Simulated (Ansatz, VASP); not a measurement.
## One calculation of GePt, two programs

```
CELL_PARAMETERS angstrom
5.65453 0.00000 0.00000
0.00000 3.65098 0.00000
0.00000 0.00000 6.00572
ATOMIC_POSITIONS crystal
Ge 0.81948 0.75000 0.58757
Ge 0.18052 0.25000 0.41243
Ge 0.68052 0.25000 0.08757
Ge 0.31948 0.75000 0.91243
Pt 0.99428 0.75000 0.18845
Pt 0.00572 0.25000 0.81155
Pt 0.50572 0.25000 0.68845
Pt 0.49428 0.75000 0.31155
```

Change from the starting cell: volume scaled by 0.96, ions relaxed.

Alike in both runs: functional PBE; k mesh 8 × 13 × 8; occupations fermi-dirac, width 0.05 eV; no spin polarisation.

Ansatz relaxed the structure, and its values are those at the end. VASP's run is a single point on that final structure, the one shown.

|  | VASP | Ansatz |
| --- | --- | --- |
| version | VASP 6.6.1 | Ansatz 0.2.0 |
| potentials or method | VASP PAW PBE potentials, release 64 (Ge_d, Pt) | plane-wave PAW, scalar-relativistic |
| plane-wave cutoff (eV) | 520 | 420 |
| valence electrons in the cell | 96 | 128 |

```tsv
	VASP	Ansatz	Ansatz less VASP
pressure (GPa)	15.3	15.3	-0.03
rms of the force components (eV/Å)	0.008	0.008	-0.0005
```

VASP's potentials hold 96 valence electrons a cell and Ansatz's 128, so a difference there can come from the potentials and not from the codes. Ansatz's warnings: stress scf threshold loose.

Neither program's run includes spin-orbit coupling.
